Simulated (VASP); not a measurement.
Ir, 2 atoms in the cell. The structure is hexagonal, space group P6_3/mmc (No. 194). The conventional cell has a = 2.710 Å, b = 2.710 Å, c = 4.425 Å, α = 90.00°, β = 90.00°, γ = 120.00°. Ir (site symmetry -6m2) has 12 Ir at 2.71 Å within 3.6 Å. 

| Item | Value |
| --- | --- |
| Program | VASP 6.6.1 |
| Task | relaxation of cell and atoms |
| Functional | PBE |
| Potentials or basis | VASP PAW PBE potentials, release 64 (Ir) |
| Cutoff | 600 eV |
| k mesh | 11 × 11 × 6 |
| Occupations | fermi-dirac, width 0.05 eV |
| Spin | no spin polarisation |
| Target pressure | 20 GPa |
| Dipole correction | no |
| Further INCAR settings | ALGO = Normal; EDIFF = 1e-06; IBRION = 2; EDIFFG = -0.02; NSW = 80; ISIF = 3 |

Potentials or basis: VASP PAW PBE potentials, release 64 (Ir).

The run is started by

```bash
$ cat potpaw_PBE.64/Ir/POTCAR > POTCAR
$ mpirun -np 1 vasp_std > vasp.out
```

Hardware: 1 thread of Intel(R) Xeon(R) Platinum 8259CL CPU @ 2.50GHz (Skylake/Cascade Lake), on a shared host.

**Question.** How long does it take, and how much memory?

**Answer.** It took 67 s on 1 thread of Intel(R) Xeon(R) Platinum 8259CL CPU @ 2.50GHz (Skylake/Cascade Lake), on a shared host, peak memory 0.18 GiB. Counts: scf iterations 44, k points 64, ion steps 7.
